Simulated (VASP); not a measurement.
Here is a VASP 6.6.1 calculation.

File POSCAR:

```
MgO
1.0
    0.0000000000      2.1268522620      2.1268522620
    2.1268522620      0.0000000000      2.1268522620
    2.1268522620      2.1268522620      0.0000000000
Mg O
1 1
Direct
    0.0000000000      0.0000000000      0.0000000000
    0.5000000000      0.5000000000      0.5000000000
```

Contents of INCAR.step1:

```
SYSTEM = MgO
PREC = Accurate ; ENCUT = 660
ISMEAR = 0 ; SIGMA = 0.02
LREAL = .FALSE. ; LASPH = .TRUE.
NELM = 120 ; NBANDS = 11
GGA = PE ; ALGO = Normal
EDIFF = 1E-5 ; LWAVE = .TRUE.
LCHARG = .FALSE. ; GGA_COMPAT = .FALSE.
```

INCAR.step2

```
SYSTEM = MgO
PREC = Accurate ; ENCUT = 660
EDIFF = 1E-6 ; ISMEAR = 0
SIGMA = 0.02 ; LREAL = .FALSE.
LASPH = .TRUE. ; NELM = 120
ALGO = Normal ; ISIF = 2
LWAVE = .FALSE. ; LCHARG = .FALSE.
METAGGA = R2SCAN ; LMIXTAU = .TRUE.
IVDW = 12 ; VDW_S6 = 1.0
VDW_S8 = 0.78981345 ; VDW_A1 = 0.49484001
VDW_A2 = 5.73083694 ; NBANDS = 11
ISTART = 1 ; GGA_COMPAT = .FALSE.
```

Contents of KPOINTS:

```
regular mesh
0
G
  10 10 10
  0 0 0
```

Potentials or basis: VASP PAW PBE potentials, release 64 (Mg, O).

The run is started by

```console
$ cat potpaw_PBE.64/Mg/POTCAR potpaw_PBE.64/O/POTCAR > POTCAR
$ cp INCAR.step1 INCAR
$ mpirun -np 1 vasp_std > vasp.out
$ cp INCAR.step2 INCAR
$ mpirun -np 1 vasp_std > vasp.out
```

(1) Estimate the dispersion energy per atom.

(2) Estimate the band gap on the k mesh.

(3) What does it give for the pressure?

Answers

(1) -0.135 eV.

(2) 5.31 eV.

(3) -9.1 GPa.

Caveat: the cell stands under tension; the PAW data sets were made with another functional, which shifts forces and pressure a little.
